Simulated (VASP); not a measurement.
Here is a VASP 6.6.1 calculation.

The input INCAR:

```
ALGO     = Normal         # electronic algorithm
EDIFF    = 1E-6           # SCF threshold, eV
ENCUT    = 520            # plane-wave cutoff, eV
GGA      = PE             # functional
ISIF     = 2              # what is computed and relaxed
ISMEAR   = 0              # smearing method
LASPH    = True           # aspherical terms in the spheres
LCHARG   = True           # write CHGCAR
LELF     = True           # ELF
LREAL    = False          # projectors in reciprocal space
LVHAR    = True         
LWAVE    = False          # write WAVECAR
NBANDS   = 28             # bands
NELM     = 80             # most SCF steps
PREC     = Accurate       # precision mode
SIGMA    = 0.01           # smearing width, eV
```

Contents of KPOINTS:

```
k-points
0
Gamma
  5 5 4
```

The input POSCAR:

```
SnO
1.0
    3.7472612742      0.0000000000      0.0000000000
    0.0000000000      3.7472612742      0.0000000000
    0.0000000000      0.0000000000      4.7753757638
Sn O
2 2
Direct
    0.5000000000      0.0000000000      0.2369000000
    0.0000000000      0.5000000000      0.7631000000
    0.0000000000      0.0000000000      0.0000000000
    0.5000000000      0.5000000000      0.0000000000
```

Potentials or basis: VASP PAW PBE potentials, release 64 (Sn_d, O).

The run is started by

```console
$ cat potpaw_PBE.64/Sn_d/POTCAR potpaw_PBE.64/O/POTCAR > POTCAR
$ mpirun -np 1 vasp_std > vasp.out
```

Question: Estimate the pressure.

Answer: 9.9 GPa.

Question: What does it give for the largest force?

Answer: 1.205 eV/Å.

Forces in eV/Å, atoms in the order of the input:
```
Sn   0.000  0.000  1.205
Sn   0.000  0.000 -1.205
O    0.000  0.000  0.000
O    0.000  0.000  0.000
```

Caveat: forces of over 1 eV/Å act on the atoms, so gaps and moduli don't describe the material at rest.
